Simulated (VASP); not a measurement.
A run of VASP 6.6.1 is set up as follows.

POSCAR

```
C
1.0
   -0.0601681960      1.7199559465      1.7199559465
    1.7199559465     -0.0601681960      1.7199559465
    1.7199559465      1.7199559465     -0.0601681960
C
2
Direct
   -0.0008463534     -0.0008463534     -0.0008463534
    0.2508463534      0.2508463534      0.2508463534
```

INCAR.step1

```
SYSTEM = C
ALGO     = Normal         ! electronic algorithm
EDIFF    = 1E-4           ! SCF threshold, eV
ENCUT    = 520            ! plane-wave cutoff, eV
GGA      = PE             ! functional
ISMEAR   = 0              ! smearing method
LASPH    = .TRUE.         ! aspherical terms in the spheres
LCHARG   = .FALSE.        ! write CHGCAR
LREAL    = .FALSE.        ! projectors in reciprocal space
LWAVE    = .TRUE.         ! write WAVECAR
NBANDS   = 11             ! bands
NELM     = 80             ! most SCF steps
PREC     = Accurate       ! precision mode
SIGMA    = 0.01           ! smearing width, eV
```

The input INCAR.step2:

```
SYSTEM = C
ALGO     = Normal         ! electronic algorithm
EDIFF    = 1E-6           ! SCF threshold, eV
ENCUT    = 520            ! plane-wave cutoff, eV
ISIF     = 2              ! what is computed and relaxed
ISMEAR   = 0              ! smearing method
ISTART   = 1            
LASPH    = .TRUE.         ! aspherical terms in the spheres
LCHARG   = .FALSE.        ! write CHGCAR
LMIXTAU  = .TRUE.       
LREAL    = .FALSE.        ! projectors in reciprocal space
LWAVE    = .FALSE.        ! write WAVECAR
METAGGA  = R2SCAN         ! meta-GGA
NBANDS   = 11             ! bands
NELM     = 80             ! most SCF steps
PREC     = Accurate       ! precision mode
SIGMA    = 0.01           ! smearing width, eV
```

The input KPOINTS:

```
k-points
0
G
  12 12 12
  0 0 0
```

Potentials or basis: VASP PAW PBE potentials, release 64 (C).

Command:

```sh
$ cat potpaw_PBE.64/C/POTCAR > POTCAR
$ cp INCAR.step1 INCAR
$ mpirun -np 1 vasp_std > vasp.out
$ cp INCAR.step2 INCAR
$ mpirun -np 1 vasp_std > vasp.out
```

Q: Predict the largest force.

A: 0.026 eV/Å.

Q: What does it give for the pressure?

A: 28.5 GPa.

Forces in eV/Å, atoms in the order of the input:
```
C   -0.015 -0.015 -0.015
C    0.015  0.015  0.015
```

Caveat: the cell differs from its parent crystal (strain along [111] -5.1%); the PAW data sets were made with another functional, which shifts forces and pressure a little.
